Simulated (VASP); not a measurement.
# BiTe in VASP: a series of runs

Runs on BiTe. Level: PBE. Tasks: single point.

Program: VASP 6.6.1. These are calculated values, not measurements. Logs are shortened: lines on timing, memory, paths and dates and some standing lists are left out, and cuts for length are marked.

## Step 1: The cell of the first run

Symmetry: I-4m2, No. 119, tetragonal system. The conventional cell has a = 5.123 Å, b = 5.123 Å, c = 7.318 Å, α = 90.00°, β = 90.00°, γ = 90.00°. Within 4.1 Å of Bi (site symmetry -4m2) lie 4 Te at 3.15 Å. Te (site symmetry -4m2) has 4 Bi at 3.15 Å within 4.1 Å.

## Step 2: Single point, PBE

INCAR

```
PREC = Accurate
ENCUT = 520
EDIFF = 1E-7
ISMEAR = 0
SIGMA = 0.05
LREAL = False
LASPH = True
NELM = 60
ALGO = Normal
ISIF = 2
LWAVE = False
LCHARG = False
GGA = PE
NBANDS = 18
```

KPOINTS

```
regular mesh
0
Gamma
  8 8 8
```

POSCAR

```
BiTe
1.0
    0.0000000000      3.6227637705      3.6227637705
    3.6589914082      0.0000000000      3.6227637705
    3.6589914082      3.6227637705      0.0000000000
Bi Te
1 1
Direct
    0.0000000000      0.0000000000      0.0000000000
    0.2500000000      0.2500000000      0.2500000000
```

Potentials or basis: VASP PAW PBE potentials, release 64 (Bi_d, Te).

Launch:

```sh
> cat potpaw_PBE.64/Bi_d/POTCAR potpaw_PBE.64/Te/POTCAR > POTCAR
> mpirun -np 1 vasp_std > vasp.out
```

OUTCAR:

```text
PREC = Accurate
   ENCUT = 520
   EDIFF = 1E-7
   ISMEAR = 0
   LREAL = False
   LASPH = True
   NELM = 60
   ISIF = 2
   GGA = PE

 ion  position               nearest neighbor table
   1  0.000  0.000  0.000-   2 3.15   2 3.15   2 3.15   2 3.15
   2  0.250  0.250  0.250-   1 3.15   1 3.15   1 3.15   1 3.15

  LATTYP: Found a body centered tetragonal cell.
 ALAT       =     5.1233616575
 C/A-ratio  =     1.4283556980

  Lattice vectors:

 A1 = (   3.6589914082,   0.0000000000,   3.6227637705)
 A2 = (   3.6589914082,   0.0000000000,  -3.6227637705)
 A3 = (  -3.6589914082,   3.6227637705,   0.0000000000)

Analysis of symmetry for initial positions (statically):
=====================================================================
 Subroutine PRICEL returns:
 Original cell was already a primitive cell.

 Routine SETGRP: Setting up the symmetry group for a
 body centered tetragonal supercell.

 Subroutine GETGRP returns: Found  8 space group operations
 (whereof  8 operations were pure point group operations)
 out of a pool of 16 trial point group operations.

The static configuration has the point symmetry D_2d.

Analysis of symmetry for dynamics (positions and initial velocities):
=====================================================================
 Subroutine PRICEL returns:
 Original cell was already a primitive cell.

 Routine SETGRP: Setting up the symmetry group for a
 body centered tetragonal supercell.

 Subroutine GETGRP returns: Found  8 space group operations
 (whereof  8 operations were pure point group operations)
 out of a pool of 16 trial point group operations.

The dynamic configuration has the point symmetry D_2d.

 Subroutine INISYM returns: Found  8 space group operations
 (whereof  8 operations are pure point group operations),
 and found     1 'primitive' translations

----------------------------------------------------------------------------------------

                                     Primitive cell

  volume of cell :      96.0443

  direct lattice vectors                    reciprocal lattice vectors
     0.000000000  3.622763771  3.622763771    -0.136649679  0.138016175  0.138016175
     3.658991408  0.000000000  3.622763771     0.136649679 -0.138016175  0.138016175
     3.658991408  3.622763771  0.000000000     0.136649679  0.138016175 -0.138016175

  length of vectors
     5.123361658  5.149042189  5.149042189     0.238264693  0.238264693  0.238264693

  position of ions in fractional coordinates (direct lattice)
     0.000000000  0.000000000  0.000000000
     0.250000000  0.250000000  0.250000000

  ion indices of the primitive-cell ions
   primitive index   ion index
                 1           1
                 2           2

----------------------------------------------------------------------------------------

 KPOINTS: regular mesh

Automatic generation of k-mesh.
 Grid dimensions read from file:
 generate k-points for:    8    8    8

 Generating k-lattice:

  Cartesian coordinates                     Fractional coordinates (reciprocal lattice)
    -0.017081210  0.017252022  0.017252022     0.125000000  0.000000000  0.000000000
     0.017081210 -0.017252022  0.017252022     0.000000000  0.125000000  0.000000000
     0.017081210  0.017252022 -0.017252022     0.000000000  0.000000000  0.125000000

  Length of vectors
     0.029783087  0.029783087  0.029783087

  Shift w.r.t. Gamma in fractional coordinates (k-lattice)
     0.000000000  0.000000000  0.000000000

 Subroutine IBZKPT returns following result:
 ===========================================

 Found     59 irreducible k-points:

 Following reciprocal coordinates:
            Coordinates               Weight
  0.000000  0.000000  0.000000      1.000000
  0.125000  0.000000  0.000000      8.000000
  0.250000  0.000000  0.000000      8.000000
  0.375000  0.000000  0.000000      8.000000
  0.500000  0.000000  0.000000      4.000000
  0.125000  0.125000  0.000000      4.000000
[... 16 lines left out ...]
  0.250000  0.125000  0.125000      4.000000
  0.375000  0.125000  0.125000      8.000000
 [... further k-points ...]
   k-points           NKPTS =     59   k-points in BZ     NKDIM =     59   number of bands    NBANDS=     18
   number of dos      NEDOS =    301   number of ions     NIONS =      2
   total plane-waves  NPLWV =  64000
   dimension x,y,z NGX =    40 NGY =   40 NGZ =   40
   dimension x,y,z NGXF=    80 NGYF=   80 NGZF=   80
   ions per type =               1   1
   NGX,Y,Z   is equivalent  to a cutoff of  12.98, 12.91, 12.91 a.u.
   NGXF,Y,Z  is equivalent  to a cutoff of  25.96, 25.83, 25.83 a.u.
 SYSTEM =  unknown system
   PREC   = accura    normal or accurate (medium, high low for compatibility)
   ISTART =      0    job   : 0-new  1-cont  2-samecut
   ICHARG =      2    charge: 1-file 2-atom 10-const
   ISPIN  =      1    spin polarized calculation?
   LNONCOLLINEAR =      F non collinear calculations
   LSORBIT =      F    spin-orbit coupling
   LASPH  =      T    aspherical Exc in radial PAW
   ENCUT  =  520.0 eV  38.22 Ry    6.18 a.u.   9.53  9.57  9.57*2*pi/ulx,y,z
   NELM   =     60;   NELMIN=  2; NELMDL= -5     # of ELM steps
   EDIFF  = 0.1E-06   stopping-criterion for ELM
   LREAL  =      F    real-space projection
   EDIFFG = 0.1E-05   stopping-criterion for IOM
   NSW    =      0    number of steps for IOM
   IBRION =     -1    ionic relax: 0-MD 1-quasi-New 2-CG
   NFREE  =      0    steps in history (QN), initial steepest desc. (CG)
   ISIF   =      2    stress and relaxation
   ISYM   =      2    0-nonsym 1-usesym 2-fastsym
   POTIM  = 0.5000    time-step for ionic-motion
   TEBEG  =    0.0;   TEEND  =   0.0 temperature during run
   PSTRESS=    0.0 pullay stress
   NELECT =      21.0000    total number of electrons
   NUPDOWN=      -1.0000    fix difference up-down
   EMIN   =  10.00;   EMAX   =-10.00  energy-range for DOS
   EFERMI =   0.00;   METHOD = LEGACY
   ISMEAR =     0;   SIGMA  =   0.05  broadening in eV -4-tet -1-fermi 0-gaus
   EFERMI_NEDOS =   21; number of points for ismear=-14 and -15
   IALGO  =     38    algorithm
   IMIX   =      4    mixing-type and parameters
     AMIX     =   0.40;   BMIX     =  1.00
     AMIX_MAG =   1.60;   BMIX_MAG =  1.00
  volume/ion in A,a.u.               =      48.02       324.07
  Fermi-wavevector in a.u.,A,eV,Ry     =   0.986259  1.863758 13.234468  0.972706
  Thomas-Fermi vector in A             =   2.117626
   LORBIT       =      0    0 simple, 1 ext, 2 COOP (PROOUT), +10 PAW based schemes
   GGA     = PE    functional components
   LHFCALC =     F    Hartree Fock is set to
   AEXX    =    0.0000 exact exchange contribution
   IVDW    =     0    specifies the selected vdW correction
   LEPSILON=     F    determine dielectric tensor
   LRPA    =     F    only Hartree local field effects (RPA)
 non-spin polarized calculation
 Gauss-broadening in eV      SIGMA  =   0.05
  energy-cutoff  :      520.00
  volume of cell :       96.04
 maximum number of plane-waves:      2653
 NGX is ok and might be reduce to    40
   NGX = 19   NGY = 19   NGZ = 19

 number of electron      20.9999995 magnetization

 Free energy of the ion-electron system (eV)
  ---------------------------------------------------
  ext. energy  EPLUGINS =         0.00000000
  ---------------------------------------------------
  free energy    TOTEN  =        -6.67608927 eV

  energy without entropy =       -6.67261673  energy(sigma->0) =       -6.67435300

 E-fermi :   3.7166     XC(G=0):  -7.6805

 val. band max:        3.7157454610   @ k =  -0.2500   0.5000   0.2500
 cond. band min:       3.7213766531   @ k =  -0.1250   0.1250  -0.0000
 fundamental gap:      0.0056311922
 Fermi energy:         3.7166411251

 k-point     1 :       0.0000    0.0000    0.0000
  band No.  band energies     occupation
      1     -19.7214      2.00000
      2     -19.7214      2.00000
      3     -19.7157      2.00000
      4     -19.7137      2.00000
      5     -19.7057      2.00000
      6      -9.3068      2.00000
[... 10 lines left out ...]
     17      10.6411      0.00000
     18      10.7611      0.00000

 k-point     2 :       0.1250    0.0000    0.0000
  band No.  band energies     occupation
      1     -19.7214      2.00000
      2     -19.7211      2.00000
      3     -19.7156      2.00000
      4     -19.7136      2.00000
      5     -19.7057      2.00000
      6      -9.2219      2.00000
[... 10 lines left out ...]
     17      10.3698      0.00000
     18      11.4503      0.00000

 k-point     3 :       0.2500    0.0000    0.0000
  band No.  band energies     occupation
      1     -19.7216      2.00000
      2     -19.7205      2.00000
      3     -19.7154      2.00000
      4     -19.7134      2.00000
      5     -19.7056      2.00000
      6      -8.9848      2.00000
[... 10 lines left out ...]
     17      10.1688      0.00000
     18      12.8358      0.00000

 k-point     4 :       0.3750    0.0000    0.0000
  band No.  band energies     occupation
      1     -19.7219      2.00000
      2     -19.7200      2.00000
      3     -19.7153      2.00000
      4     -19.7130      2.00000
      5     -19.7056      2.00000
      6      -8.6708      2.00000
[... 375 lines left out ...]
      4     -19.7137      2.00000
      5     -19.7056      2.00000
      6      -9.1932      2.00000
[... 10 lines left out ...]
     17      11.0644      0.00000
     18      11.0644      0.00000

 k-point    23 :       0.2500    0.1250    0.1250
  band No.  band energies     occupation
      1     -19.7219      2.00000
      2     -19.7208      2.00000
      3     -19.7151      2.00000
      4     -19.7134      2.00000
      5     -19.7058      2.00000
      6      -9.0839      2.00000
[... 10 lines left out ...]
     17      10.8397      0.00000
     18      11.3180      0.00000

 k-point    24 :       0.3750    0.1250    0.1250
  band No.  band energies     occupation
      1     -19.7221      2.00000
      2     -19.7203      2.00000
      3     -19.7150      2.00000
      4     -19.7129      2.00000
      5     -19.7057      2.00000
      6      -8.8089      2.00000
[... 10 lines left out ...]
     17      10.7668      0.00000
     18      11.9888      0.00000

 [... further k-points ...]
[... 5 lines left out ...]
  --------------------------------------------------------------------------------------
  -------------------------------------------------------------------------------------
  Total       -0.1109019     -0.2223411     -0.2223411     -0.0000000      0.0000000      0.0000000
  in kB       -1.8500280     -3.7090181     -3.7090181     -0.0000000      0.0000000      0.0000000
  external PRESSURE =      -3.0893548 kB  Pullay stress =       0.0000000 kB

 VOLUME and BASIS-vectors are now :
 -----------------------------------------------------------------------------
  energy-cutoff  :      520.00
  volume of cell :       96.04
      direct lattice vectors                 reciprocal lattice vectors
     0.000000000  3.622763771  3.622763771    -0.136649679  0.138016175  0.138016175
     3.658991408  0.000000000  3.622763771     0.136649679 -0.138016175  0.138016175
     3.658991408  3.622763771  0.000000000     0.136649679  0.138016175 -0.138016175

 POSITION                                       TOTAL-FORCE (eV/Angst)
 -----------------------------------------------------------------------------------
      0.00000      0.00000      0.00000         0.000000     -0.000000     -0.000000
      1.82950      1.81138      1.81138        -0.000000      0.000000      0.000000
 -----------------------------------------------------------------------------------
    total drift:                               -0.000000     -0.000000     -0.000000

  FREE ENERGIE OF THE ION-ELECTRON SYSTEM (eV)
  ---------------------------------------------------
  free  energy   TOTEN  =        -6.6760892726 eV

  energy  without entropy=       -6.6726167326  energy(sigma->0) =       -6.67435300
```

Run time: 62 s. Hardware: 1 thread of Intel Xeon Platinum 8375C at 2.90GHz (Ice Lake), shared host; peak memory 0.3 GiB.

What came out:

| Item | Value |
| --- | --- |
| Free energy | -6.6761 eV |
| Pressure | -0.3 GPa |

Stress tensor (GPa, compression positive):
```
-0.19  0.00  0.00
 0.00 -0.37  0.00
 0.00  0.00 -0.37
```

Caveat: spin-orbit coupling is left out, which moves the levels of the heavy elements.

## Step 3: Single point, PBE (atom 2 (Te) moved 0.02 Å along y)

INCAR

```
SYSTEM = BiTe
PREC     = Accurate       ! precision mode
ENCUT    = 520            ! plane-wave cutoff, eV
EDIFF    = 1E-6           ! SCF threshold, eV
ISMEAR   = 0              ! smearing method
SIGMA    = 0.05           ! smearing width, eV
LREAL    = .False.        ! projectors in reciprocal space
LASPH    = .True.         ! aspherical terms in the spheres
NELM     = 80             ! most SCF steps
ALGO     = Normal         ! electronic algorithm
ISIF     = 2              ! what is computed and relaxed
LWAVE    = .False.        ! write WAVECAR
LCHARG   = .False.        ! write CHGCAR
GGA      = PE             ! functional
NBANDS   = 18             ! bands
```

KPOINTS

```
Automatic mesh
0
Gamma
  8 8 8
  0 0 0
```

POSCAR

```
BiTe
1.0
    0.0000000000      3.6227637705      3.6227637705
    3.6227637705      0.0000000000      3.6227637705
    3.6227637705      3.6227637705      0.0000000000
Bi Te
1 1
Direct
    0.0000000000      0.0000000000      0.0000000000
    0.2527603235      0.2472396765      0.2527603235
```

Potentials or basis: VASP PAW PBE potentials, release 64 (Bi_d, Te).

Launch:

```sh
> cat potpaw_PBE.64/Bi_d/POTCAR potpaw_PBE.64/Te/POTCAR > POTCAR
> mpirun -np 1 vasp_std > vasp.out
```

It took 84 s on 1 thread of Intel Xeon Platinum 8375C at 2.90GHz (Ice Lake), shared host; peak memory 0.35 GiB.

The run converged. Its results:

| Item | Value |
| --- | --- |
| Free energy | -6.6767 eV |
| Pressure | 0.0 GPa |
| Largest force | 0.011 eV/Å |

Forces on the atoms (eV/Å):
```
Bi   0.000 -0.011  0.000
Te   0.000  0.011  0.000
```

Levels at points of the mesh, in eV from the Fermi level:
```csv
k point,band 8,band 9,band 10,band 11,band 12,band 13,band 14,band 15
"(0.00, 0.00, 0.00)",-2.79,-2.73,-2.68,-0.21,-0.17,-0.12,3.01,5.96
"(0.50, 0.00, 0.00)",-3.36,-3.34,-3.29,0.70,0.80,2.13,4.84,5.50
"(0.00, 0.50, 0.00)",-3.37,-3.37,-3.31,0.69,0.78,2.11,4.82,5.57
"(0.50, 0.50, 0.00)",-4.00,-4.00,-1.86,-0.99,2.66,2.66,4.68,5.45
"(0.50, 0.00, 0.50)",-4.03,-3.98,-1.86,-0.99,2.63,2.69,4.68,5.45
```

Caveat: the cell differs from its parent crystal (atom 2 (Te) moved 0.02 Å along y); spin-orbit coupling is left out, which moves the levels of the heavy elements.

## Step 4: Single point, PBE

This run uses another cell than the first one, of 47.54 Å³/atom, 0.990 times its volume.

INCAR

```
SYSTEM = BiTe
ALGO     = Normal         ! electronic algorithm
EDIFF    = 1E-6           ! SCF threshold, eV
ENCUT    = 520            ! plane-wave cutoff, eV
GGA      = PE             ! functional
ISIF     = 2              ! what is computed and relaxed
ISMEAR   = 0              ! smearing method
LASPH    = .True.         ! aspherical terms in the spheres
LCHARG   = .True.         ! write CHGCAR
LELF     = .True.         ! ELF
LREAL    = .False.        ! projectors in reciprocal space
LVHAR    = .True.       
LWAVE    = .False.        ! write WAVECAR
NBANDS   = 18             ! bands
NELM     = 60             ! most SCF steps
PREC     = Accurate       ! precision mode
SIGMA    = 0.05           ! smearing width, eV
```

KPOINTS

```
k-points
0
Gamma
  8 8 8
  0 0 0
```

POSCAR

```
BiTe
1.0
    0.0543414566      3.6227637705      3.6227637705
    3.6771052271      0.0000000000      3.6771052271
    3.6227637705      3.6227637705      0.0543414566
Bi Te
1 1
Direct
    0.0000000000      0.0000000000      0.0000000000
    0.2500000000      0.2500000000      0.2500000000
```

Potentials or basis: VASP PAW PBE potentials, release 64 (Bi_d, Te).

Launch:

```sh
> cat potpaw_PBE.64/Bi_d/POTCAR potpaw_PBE.64/Te/POTCAR > POTCAR
> mpirun -np 1 vasp_std > vasp.out
```

OUTCAR:

```text
SYSTEM = BiTe
   EDIFF = 1E-6
   ENCUT = 520
   GGA = PE
   ISIF = 2
   ISMEAR = 0
   LASPH = .True.
   LREAL = .False.
   NELM = 60
   PREC = Accurate

 ion  position               nearest neighbor table
   1  0.000  0.000  0.000-   2 3.11   2 3.11   2 3.17   2 3.17
   2  0.250  0.250  0.250-   1 3.11   1 3.11   1 3.17   1 3.17

  LATTYP: Found a body centered orthorhombic cell.
 ALAT       =     5.0465112326
 B/A-ratio  =     1.0304568528
 C/A-ratio  =     1.4357498095

  Lattice vectors:

[... 692 lines left out ...]
------------------------ aborting loop because EDIFF is reached ----------------------------------------

  FORCE on cell =-STRESS in cart. coord.  units (eV):
  Direction    XX          YY          ZZ          XY          YZ          ZX
  --------------------------------------------------------------------------------------
  -------------------------------------------------------------------------------------
  Total       -0.0675788      0.0303761     -0.0675788      0.0000000      0.0000000      0.1359527
  in kB       -1.1388558      0.5119054     -1.1388558      0.0000000      0.0000000      2.2911111
  external PRESSURE =      -0.5886021 kB  Pullay stress =       0.0000000 kB

 VOLUME and BASIS-vectors are now :
 -----------------------------------------------------------------------------
  energy-cutoff  :      520.00
  volume of cell :       95.07
      direct lattice vectors                 reciprocal lattice vectors
     0.054341457  3.622763771  3.622763771    -0.140117945  0.138016175  0.140117945
     3.677105227  0.000000000  3.677105227     0.135976527 -0.138016175  0.135976527
     3.622763771  3.622763771  0.054341457     0.140117945  0.138016175 -0.140117945

 POSITION                                       TOTAL-FORCE (eV/Angst)
 -----------------------------------------------------------------------------------
      0.00000      0.00000      0.00000        -0.000000     -0.009751     -0.000000
      1.83855      1.81138      1.83855         0.000000      0.009751      0.000000
 -----------------------------------------------------------------------------------
    total drift:                               -0.000000     -0.000105     -0.000000

  FREE ENERGIE OF THE ION-ELECTRON SYSTEM (eV)
  ---------------------------------------------------
  free  energy   TOTEN  =        -6.6787069210 eV

  energy  without entropy=       -6.6753765646  energy(sigma->0) =       -6.67704174
```

Wall time 1.7 min (1 thread of Intel Xeon Platinum 8375C at 2.90GHz (Ice Lake), shared host); peak memory 0.35 GiB.

What came out:

```yaml
Free_energy: -6.6787 eV
Pressure: -0.1 GPa
Largest_force: 0.010 eV/Å
```

Forces in eV/Å, atoms in the order of the input:
```
Bi   0.000 -0.010  0.000
Te   0.000  0.010  0.000
```

Stress tensor (GPa, compression positive):
```
-0.11  0.00  0.23
 0.00  0.05  0.00
 0.23  0.00 -0.11
```

Caveat: spin-orbit coupling is left out, which moves the levels of the heavy elements.

## Step 5: Single point, PBE

This run uses another cell than the first one, of 41.90 Å³/atom, 0.873 times its volume.

INCAR

```
  PREC = Accurate
  ENCUT = 520
  EDIFF = 1E-6
  ISMEAR = 0
  SIGMA = 0.05
  LREAL = False
  LASPH = True
  NELM = 60
  ALGO = Normal
  ISIF = 2
  LWAVE = False
  LCHARG = False
  GGA = PE
  NBANDS = 18
```

KPOINTS

```
regular mesh
0
Gamma
  8 8 8
```

POSCAR

```
BiTe
1.0
    0.0000000000      3.4733392194      3.4733392194
    3.4733392194      0.0000000000      3.4733392194
    3.4733392194      3.4733392194      0.0000000000
Bi Te
1 1
Direct
    0.0000000000      0.0000000000      0.0000000000
    0.2500000000      0.2500000000      0.2500000000
```

Launch:

```sh
> cat potpaw_PBE.64/Bi_d/POTCAR potpaw_PBE.64/Te/POTCAR > POTCAR
> mpirun -np 1 vasp_std > vasp.out
```

Wall time 36 s (1 thread of Intel Xeon Platinum 8259CL at 2.50GHz (Skylake/Cascade Lake), shared host); peak memory 0.25 GiB.

Results (log left out):

* Free energy: -6.5327 eV
* Pressure: 4.6 GPa

Levels at points of the mesh, in eV from the Fermi level:
| k point | band 8 | band 9 | band 10 | band 11 | band 12 | band 13 | band 14 | band 15 |
| --- | --- | --- | --- | --- | --- | --- | --- | --- |
| (0.00, 0.00, 0.00) | -3.05 | -3.05 | -3.05 | -0.30 | -0.30 | -0.30 | 2.89 | 5.96 |
| (0.50, 0.00, 0.00) | -3.76 | -3.76 | -3.68 | 0.72 | 0.72 | 2.66 | 4.70 | 5.68 |
| (0.50, 0.50, 0.00) | -4.57 | -4.57 | -2.03 | -1.21 | 3.14 | 3.14 | 4.79 | 5.81 |

Caveat: spin-orbit coupling is left out, which moves the levels of the heavy elements.

(Continued in part 2 of 2.)
